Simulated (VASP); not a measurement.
Sb2Se3, 10 atoms in the cell. Symmetry: R-3c, No. 167, trigonal system. The conventional cell has a = 7.314 Å, b = 7.314 Å, c = 19.696 Å, α = 90.00°, β = 90.00°, γ = 120.00°. Sb (site symmetry 3) has 6 Se at 2.84 to 2.96 Å and 1 Sb at 3.69 Å within 3.7 Å. Within 3.8 Å of Se (site symmetry 2) lie 4 Sb at 2.84 to 2.96 Å and 2 Se at 3.74 Å. The cell was built from a structure type or drawn by symmetry, and may not be a known phase.

| Property | Result |
| --- | --- |
| Program | VASP 6.6.1 |
| Task | single point |
| Functional | PBE |
| Potentials or basis | VASP PAW PBE potentials, release 64 (Sb, Se) |
| Cutoff | 500 eV |
| k mesh | 3 × 3 × 3 |
| Occupations | gaussian, width 0.1 eV |
| Spin | no spin polarisation |
| Dipole correction | no |
| Further INCAR settings | ALGO = Normal; EDIFF = 1e-06; NBANDS = 39 |

Potentials or basis: VASP PAW PBE potentials, release 64 (Sb, Se).

Run with:

```console
$ cat potpaw_PBE.64/Sb/POTCAR potpaw_PBE.64/Se/POTCAR > POTCAR
$ mpirun -np 1 vasp_std > vasp.out
```

Hardware: 1 thread of Intel(R) Xeon(R) 6975P-C (Granite Rapids), on a shared host.

Task: Estimate the wall time of this run.

Result: It took 51 s on 1 thread of Intel(R) Xeon(R) 6975P-C (Granite Rapids), with other jobs on the host, peak memory 0.48 GiB. Counts: scf iterations 14, k points 6.
